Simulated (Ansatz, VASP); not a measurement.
Two plane-wave programs on NaC3

File INCAR:

```
  PREC = Accurate
  ENCUT = 600
  EDIFF = 1E-6
  ISMEAR = 0
  SIGMA = 0.1
  LREAL = F
  LASPH = T
  NELM = 60
  ALGO = Normal
  ISIF = 3
  LWAVE = F
  LCHARG = F
  GGA = PE
  IBRION = 2
  NSW = 90
  EDIFFG = -0.04
```

Contents of KPOINTS:

```
regular mesh
0
Gamma
  4 4 6
```

Contents of POSCAR:

```
NaC3
1.0
    2.7260330444     -4.0746575858      0.0000000000
    2.7260330444      4.0746575858      0.0000000000
    0.0000000000      0.0000000000      3.6805092067
Na C
2 6
Direct
    0.6321000000      0.3679000000      0.2500000000
    0.3679000000      0.6321000000      0.7500000000
    0.1751000000      0.8249000000      0.2500000000
    0.8249000000      0.1751000000      0.7500000000
    0.1179000000      0.3079000000      0.2500000000
    0.8821000000      0.6921000000      0.7500000000
    0.3079000000      0.1179000000      0.7500000000
    0.6921000000      0.8821000000      0.2500000000
```

Input for Ansatz:

```yaml
crystal:
  lattice:
    - [2.7260330444, -4.0746575858, 0.0]
    - [2.7260330444, 4.0746575858, 0.0]
    - [0.0, 0.0, 3.6805092067]
  atoms:
    - { symbol: Na, position: [0.6321, 0.3679, 0.25] }
    - { symbol: Na, position: [0.3679, 0.6321, 0.75] }
    - { symbol: C, position: [0.1751, 0.8249, 0.25] }
    - { symbol: C, position: [0.8249, 0.1751, 0.75] }
    - { symbol: C, position: [0.1179, 0.3079, 0.25] }
    - { symbol: C, position: [0.8821, 0.6921, 0.75] }
    - { symbol: C, position: [0.3079, 0.1179, 0.75] }
    - { symbol: C, position: [0.6921, 0.8821, 0.25] }
basis:
  ecutwfc: 420
kpoints:
  mp_grid: { grid: [4, 4, 6] }
hamiltonian:
  xc: pbe
scf:
  occupations: { method: gaussian, width: 0.1 }
  lower_state_search: "off"
output:
  forces: true
  stress: true
  eigenvalues: true
relax:
  adjacent_minimum: "off"
  f_tol: 0.04
  max_steps: 70
  cell: { stress_tol: 0.4 }
```

Alike in both runs: task relaxation of cell and atoms; functional PBE; k mesh 4 × 4 × 6; occupations gaussian, width 0.1 eV; no spin polarisation.

|  | VASP | Ansatz |
| --- | --- | --- |
| version | VASP 6.6.1 | Ansatz 0.2.0 |
| potentials or method | VASP PAW PBE potentials, release 64 (Na_pv, C), cutoff 600 eV | scalar-relativistic, plane waves, PAW |
| valence electrons in the cell | 38 | 42 |

```csv
,VASP,Ansatz,Ansatz less VASP
"gap on the k mesh at the Fermi level, each at its own relaxed structure (eV)",none,none,-
relaxed volume (Å³/atom),12.20,12.35,+0.155
relaxed length of the cell vector where the two differ most in proportion (Å),5.738,5.790,+0.0518
```

A gap of «none» marks a metal or a gap that the smearing closes. VASP's potentials hold 38 valence electrons a cell and Ansatz's 42, so a difference there can come from the potentials and not from the codes.

Noted on VASP's run: the volume moved by over 15 % at a fixed basis, so the end points are rough.
